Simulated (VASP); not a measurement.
A run of VASP 6.6.1:

File INCAR:

```
ALGO = Normal
EDIFF = 1E-6
ENCUT = 500
GGA = PE
GGA_COMPAT = F
ISIF = 2
ISMEAR = 0
LASPH = T
LCHARG = F
LREAL = F
LWAVE = F
NBANDS = 59
NELM = 120
PREC = Accurate
SIGMA = 0.2
```

KPOINTS

```
k-points
0
Gamma
  4 4 4
```

Contents of POSCAR:

```
Zr7Ge
1.0
    0.0000000000      4.7487144469      4.7487144469
    4.7487144469      0.0000000000      4.7487144469
    4.7487144469      4.7487144469      0.0000000000
Zr Ge
7 1
Direct
    0.7265316967      0.2734683033      0.2734683033
    0.2734683033      0.7265316967      0.7265316967
    0.2734683033      0.7265316967      0.2734683033
    0.7265316967      0.2734683033      0.7265316967
    0.2734683033      0.2734683033      0.7265316967
    0.7265316967      0.7265316967      0.2734683033
    0.7500000000      0.7500000000      0.7500000000
    0.0000000000      0.0000000000      0.0000000000
```

Potentials or basis: VASP PAW PBE potentials, release 64 (Zr_sv, Ge_d).

The run is started by

```console
$ cat potpaw_PBE.64/Zr_sv/POTCAR potpaw_PBE.64/Ge_d/POTCAR > POTCAR
$ mpirun -np 1 vasp_std > vasp.out
```

Hardware: 1 thread of Intel(R) Xeon(R) Platinum 8559C (Emerald Rapids), on a shared host.

Estimate the wall time of this run.

Run time: 2.4 min on 1 thread of Intel(R) Xeon(R) Platinum 8559C (Emerald Rapids), on a shared host, peak memory 0.36 GiB. Counts: scf iterations 14, k points 8.
